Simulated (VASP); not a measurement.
# Bi2Se3 (R-3m) in VASP: single point with PBE

Aim: the single point of Bi2Se3 with PBE.

Everything below comes from runs of VASP 6.6.1. Logs are shortened: lines on timing, memory, paths and dates and some standing lists are left out, and cuts for length are marked.

## Step 1: The cell of the first run

Symmetry: R-3m, No. 166, trigonal system. The conventional cell has a = 4.181 Å, b = 4.181 Å, c = 29.071 Å, α = 90.00°, β = 90.00°, γ = 120.00°. Bi (site symmetry 3m) has 6 Se at 2.93 to 3.10 Å within 3.9 Å. Within 4.1 Å of Se (site symmetry -3m) lie 6 Bi at 3.10 Å. Within 3.9 Å of Se (site symmetry 3m) lie 3 Bi at 2.93 Å and 3 Se at 3.47 Å.

## Step 2: Single point, PBE

The input, INCAR:

```
SYSTEM = Bi2Se3
PREC = Accurate ; ENCUT = 520
EDIFF = 1E-6 ; ISMEAR = -1
SIGMA = 0.1 ; LREAL = .False.
LASPH = .True. ; NELM = 60
ALGO = Normal ; ISIF = 2
LWAVE = .False. ; LCHARG = .False.
GGA = PE ; NBANDS = 32
```

The input, KPOINTS:

```
Automatic mesh
0
Gamma
  9 9 9
  0 0 0
```

The input, POSCAR:

```
Bi2Se3
1.0
    4.1808750000      0.0000000000      0.0000000000
   -2.0904370000      3.6207460000      0.0000000000
   -2.0904370000      1.2069150000      9.6902400000
Bi Se
2 3
Direct
    0.4000000000      0.6000000000      0.2000000000
    0.6000000000      0.4000000000      0.8000000000
    0.0000000000      0.0000000000      0.0000000000
    0.2095000000      0.7905000000      0.6285000000
    0.7905000000      0.2095000000      0.3715000000
```

Potentials or basis: VASP PAW PBE potentials, release 64 (Bi_d, Se).

Run with:

```sh
$ cat potpaw_PBE.64/Bi_d/POTCAR potpaw_PBE.64/Se/POTCAR > POTCAR
$ mpirun -np 1 vasp_std > vasp.out
```

OUTCAR:

```text
SYSTEM = Bi2Se3
   PREC = Accurate
   ENCUT = 520
   EDIFF = 1E-6
   ISMEAR = -1
   LREAL = .False.
   LASPH = .True.
   NELM = 60
   ISIF = 2
   GGA = PE

 ion  position               nearest neighbor table
   1  0.400  0.600  0.200-   5 2.93   5 2.93   5 2.93   3 3.10   3 3.10   3 3.10
   2  0.600  0.400  0.800-   4 2.93   4 2.93   4 2.93   3 3.10   3 3.10   3 3.10
   3  0.000  0.000  0.000-   1 3.10   2 3.10   2 3.10   1 3.10   2 3.10   1 3.10
   4  0.209  0.791  0.629-   2 2.93   2 2.93   2 2.93
   5  0.791  0.209  0.371-   1 2.93   1 2.93   1 2.93

  LATTYP: Found a trigonal (rhomboedric) cell.
 ALAT       =     9.9863572615
 COS(alpha) =     0.9123623742

  Lattice vectors:

 A1 = (   0.0000000000,  -2.4138310000,   9.6902400000)
 A2 = (   2.0904380000,   1.2069150000,   9.6902400000)
 A3 = (  -2.0904370000,   1.2069150000,   9.6902400000)

Analysis of symmetry for initial positions (statically):
=====================================================================
 Subroutine PRICEL returns:
 Original cell was already a primitive cell.

 Routine SETGRP: Setting up the symmetry group for a
 trigonal (rhombohedral) supercell.

 Subroutine GETGRP returns: Found 12 space group operations
 (whereof 12 operations were pure point group operations)
 out of a pool of 12 trial point group operations.

The static configuration has the point symmetry D_3d.

Analysis of symmetry for dynamics (positions and initial velocities):
=====================================================================
 Subroutine PRICEL returns:
 Original cell was already a primitive cell.

 Routine SETGRP: Setting up the symmetry group for a
 trigonal (rhombohedral) supercell.

 Subroutine GETGRP returns: Found 12 space group operations
 (whereof 12 operations were pure point group operations)
 out of a pool of 12 trial point group operations.

The dynamic configuration has the point symmetry D_3d.

 Subroutine INISYM returns: Found 12 space group operations
 (whereof 12 operations are pure point group operations),
 and found     1 'primitive' translations

----------------------------------------------------------------------------------------

                                     Primitive cell

  volume of cell :     146.6898

  direct lattice vectors                    reciprocal lattice vectors
     4.180875000  0.000000000  0.000000000     0.239184381  0.138093056  0.034398869
    -2.090437000  3.620746000  0.000000000     0.000000000  0.276186178 -0.034398863
    -2.090437000  1.206915000  9.690240000     0.000000000  0.000000000  0.103196618

  length of vectors
     4.180875000  4.180876517  9.986356789     0.278320216  0.278320116  0.103196618

  position of ions in fractional coordinates (direct lattice)
     0.400000000  0.600000000  0.200000000
     0.600000000  0.400000000  0.800000000
     0.000000000  0.000000000  0.000000000
     0.209500000  0.790500000  0.628500000
     0.790500000  0.209500000  0.371500000

  ion indices of the primitive-cell ions
   primitive index   ion index
                 1           1
                 2           2
                 3           3
                 4           4
                 5           5

----------------------------------------------------------------------------------------

 KPOINTS: Automatic mesh

Automatic generation of k-mesh.
 Grid dimensions read from file:
 generate k-points for:    9    9    9

 Generating k-lattice:

  Cartesian coordinates                     Fractional coordinates (reciprocal lattice)
     0.026576042  0.015343673  0.003822097     0.111111111  0.000000000  0.000000000
     0.000000000  0.030687353 -0.003822096     0.000000000  0.111111111 -0.000000000
     0.000000000  0.000000000  0.011466291     0.000000000  0.000000000  0.111111111

  Length of vectors
     0.030924468  0.030924457  0.011466291

  Shift w.r.t. Gamma in fractional coordinates (k-lattice)
     0.000000000  0.000000000  0.000000000

 Subroutine IBZKPT returns following result:
 ===========================================

 Found     85 irreducible k-points:

 Following reciprocal coordinates:
            Coordinates               Weight
  0.000000  0.000000  0.000000      1.000000
  0.111111 -0.000000  0.000000      6.000000
  0.222222  0.000000  0.000000      6.000000
  0.333333 -0.000000  0.000000      6.000000
  0.444444  0.000000  0.000000      6.000000
  0.111111  0.111111  0.000000      6.000000
[... 16 lines left out ...]
 -0.333333  0.333333  0.000000      6.000000
  0.444444  0.444444  0.000000      6.000000
 [... further k-points ...]
   k-points           NKPTS =     85   k-points in BZ     NKDIM =     85   number of bands    NBANDS=     32
   number of dos      NEDOS =    301   number of ions     NIONS =      5
   total plane-waves  NPLWV =  81920
   dimension x,y,z NGX =    32 NGY =   32 NGZ =   80
   dimension x,y,z NGXF=    64 NGYF=   64 NGZF=  160
   ions per type =               2   3
   NGX,Y,Z   is equivalent  to a cutoff of  12.72, 12.72, 13.32 a.u.
   NGXF,Y,Z  is equivalent  to a cutoff of  25.45, 25.45, 26.64 a.u.
 SYSTEM =  Bi2Se3
   PREC   = accura    normal or accurate (medium, high low for compatibility)
   ISTART =      0    job   : 0-new  1-cont  2-samecut
   ICHARG =      2    charge: 1-file 2-atom 10-const
   ISPIN  =      1    spin polarized calculation?
   LNONCOLLINEAR =      F non collinear calculations
   LSORBIT =      F    spin-orbit coupling
   LASPH  =      T    aspherical Exc in radial PAW
   ENCUT  =  520.0 eV  38.22 Ry    6.18 a.u.   7.77  7.77 18.57*2*pi/ulx,y,z
   NELM   =     60;   NELMIN=  2; NELMDL= -5     # of ELM steps
   EDIFF  = 0.1E-05   stopping-criterion for ELM
   LREAL  =      F    real-space projection
   EDIFFG = 0.1E-04   stopping-criterion for IOM
   NSW    =      0    number of steps for IOM
   IBRION =     -1    ionic relax: 0-MD 1-quasi-New 2-CG
   NFREE  =      0    steps in history (QN), initial steepest desc. (CG)
   ISIF   =      2    stress and relaxation
   ISYM   =      2    0-nonsym 1-usesym 2-fastsym
   POTIM  = 0.5000    time-step for ionic-motion
   TEBEG  =    0.0;   TEEND  =   0.0 temperature during run
   PSTRESS=    0.0 pullay stress
   NELECT =      48.0000    total number of electrons
   NUPDOWN=      -1.0000    fix difference up-down
   EMIN   =  10.00;   EMAX   =-10.00  energy-range for DOS
   EFERMI =   0.00;   METHOD = LEGACY
   ISMEAR =    -1;   SIGMA  =   0.10  broadening in eV -4-tet -1-fermi 0-gaus
   EFERMI_NEDOS =   21; number of points for ismear=-14 and -15
   IALGO  =     38    algorithm
   IMIX   =      4    mixing-type and parameters
     AMIX     =   0.40;   BMIX     =  1.00
     AMIX_MAG =   1.60;   BMIX_MAG =  1.00
  volume/ion in A,a.u.               =      29.34       197.98
  Fermi-wavevector in a.u.,A,eV,Ry     =   1.128120  2.131838 17.315520  1.272655
  Thomas-Fermi vector in A             =   2.264809
   LORBIT       =      0    0 simple, 1 ext, 2 COOP (PROOUT), +10 PAW based schemes
   GGA     = PE    functional components
   LHFCALC =     F    Hartree Fock is set to
   AEXX    =    0.0000 exact exchange contribution
   IVDW    =     0    specifies the selected vdW correction
   LEPSILON=     F    determine dielectric tensor
   LRPA    =     F    only Hartree local field effects (RPA)
 non-spin polarized calculation
  energy-cutoff  :      520.00
  volume of cell :      146.69
 maximum number of plane-waves:      3975
   NGX = 15   NGY = 15   NGZ = 37

 number of electron      47.9999996 magnetization

 Free energy of the ion-electron system (eV)
  ---------------------------------------------------
  ext. energy  EPLUGINS =         0.00000000
  ---------------------------------------------------
  free energy    TOTEN  =       -20.14513621 eV

  energy without entropy =      -20.14318830  energy(sigma->0) =      -20.14416226

 E-fermi :   4.7976     XC(G=0):  -9.3697

 val. band max:        4.6415876282   @ k =   0.0000   0.0000   0.0000
 cond. band min:       4.8563151818   @ k =   0.0000   0.0000   0.0000
 fundamental gap:      0.2147275536
 Fermi energy:         4.7975914158

 k-point     1 :       0.0000    0.0000    0.0000
  band No.  band energies     occupation
      1     -18.5215      2.00000
      2     -18.5215      2.00000
      3     -18.5205      2.00000
      4     -18.5205      2.00000
      5     -18.5132      2.00000
      6     -18.5108      2.00000
[... 24 lines left out ...]
     31      10.4181      0.00000
     32      11.3847      0.00000

 k-point     2 :       0.1111   -0.0000    0.0000
  band No.  band energies     occupation
      1     -18.5224      2.00000
      2     -18.5211      2.00000
      3     -18.5188      2.00000
      4     -18.5178      2.00000
      5     -18.5117      2.00000
      6     -18.5093      2.00000
[... 24 lines left out ...]
     31      10.1740      0.00000
     32      10.6665      0.00000

 k-point     3 :       0.2222    0.0000    0.0000
  band No.  band energies     occupation
      1     -18.5254      2.00000
      2     -18.5234      2.00000
      3     -18.5118      2.00000
      4     -18.5109      2.00000
      5     -18.5095      2.00000
      6     -18.5072      2.00000
[... 24 lines left out ...]
     31       9.3142      0.00000
     32      10.8425      0.00000

 k-point     4 :       0.3333   -0.0000    0.0000
  band No.  band energies     occupation
      1     -18.5297      2.00000
      2     -18.5268      2.00000
      3     -18.5139      2.00000
      4     -18.5095      2.00000
      5     -18.5056      2.00000
      6     -18.5038      2.00000
[... 24 lines left out ...]
     31       8.8571      0.00000
     32      10.9099      0.00000

 k-point     5 :       0.4444    0.0000    0.0000
  band No.  band energies     occupation
      1     -18.5330      2.00000
      2     -18.5294      2.00000
      3     -18.5166      2.00000
      4     -18.5117      2.00000
      5     -18.5062      2.00000
      6     -18.5017      2.00000
[... 584 lines left out ...]
     31       9.7347      0.00000
     32      11.6680      0.00000

 k-point    22 :      -0.4444    0.3333    0.0000
  band No.  band energies     occupation
      1     -18.5292      2.00000
      2     -18.5260      2.00000
      3     -18.5146      2.00000
      4     -18.5108      2.00000
      5     -18.5072      2.00000
      6     -18.5038      2.00000
[... 24 lines left out ...]
     31       8.8704      0.00000
     32      11.3566      0.00000

 k-point    23 :      -0.3333    0.3333    0.0000
  band No.  band energies     occupation
      1     -18.5297      2.00000
      2     -18.5268      2.00000
      3     -18.5138      2.00000
      4     -18.5096      2.00000
      5     -18.5057      2.00000
      6     -18.5038      2.00000
[... 24 lines left out ...]
     31       8.7698      0.00000
     32      11.2132      0.00000

 k-point    24 :       0.4444    0.4444    0.0000
  band No.  band energies     occupation
      1     -18.5307      2.00000
      2     -18.5272      2.00000
      3     -18.5158      2.00000
      4     -18.5115      2.00000
      5     -18.5078      2.00000
      6     -18.5029      2.00000
[... 24 lines left out ...]
     31       9.4346      0.00000
     32      11.5502      0.00000

 [... further k-points ...]
[... 5 lines left out ...]
  --------------------------------------------------------------------------------------
  -------------------------------------------------------------------------------------
  Total       -0.3184169     -0.3184172     -1.0216150     -0.0000000      0.0000000     -0.0000000
  in kB       -3.4778183     -3.4778222    -11.1583004     -0.0000005      0.0000004     -0.0000004
  external PRESSURE =      -6.0379803 kB  Pullay stress =       0.0000000 kB

 VOLUME and BASIS-vectors are now :
 -----------------------------------------------------------------------------
  energy-cutoff  :      520.00
  volume of cell :      146.69
      direct lattice vectors                 reciprocal lattice vectors
     4.180875000  0.000000000  0.000000000     0.239184381  0.138093056  0.034398869
    -2.090437000  3.620746000  0.000000000     0.000000000  0.276186178 -0.034398863
    -2.090437000  1.206915000  9.690240000     0.000000000  0.000000000  0.103196618

 POSITION                                       TOTAL-FORCE (eV/Angst)
 -----------------------------------------------------------------------------------
      0.00000      2.41383      1.93805         0.000000     -0.000000      0.495251
      0.00000      2.41383      7.75219        -0.000000      0.000000     -0.495251
      0.00000      0.00000      0.00000        -0.000000      0.000000      0.000000
     -2.09044      3.62075      6.09032         0.000000     -0.000000      0.613870
      2.09044      1.20692      3.59992        -0.000000      0.000000     -0.613870
 -----------------------------------------------------------------------------------
    total drift:                                0.000000      0.000000     -0.000000

  FREE ENERGIE OF THE ION-ELECTRON SYSTEM (eV)
  ---------------------------------------------------
  free  energy   TOTEN  =       -20.1451362149 eV

  energy  without entropy=      -20.1431882962  energy(sigma->0) =      -20.14416226
```

Run time: 3.4 min. Hardware: 1 thread of Intel Xeon Platinum 8488C (Sapphire Rapids), shared host; peak memory 0.48 GiB.

What came out:

```yaml
Free_energy: -20.1451 eV
Pressure: -0.6 GPa
Largest_force: 0.614 eV/Å
Band_gap_on_the_k_mesh: 0.21 eV, direct
```

Forces in eV/Å, atoms in the order of the input:
```
Bi   0.000  0.000  0.495
Bi   0.000  0.000 -0.495
Se   0.000  0.000  0.000
Se   0.000  0.000  0.614
Se   0.000  0.000 -0.614
```

Caveat: spin-orbit coupling is left out, which moves the levels of the heavy elements. A k mesh can miss the band edges.
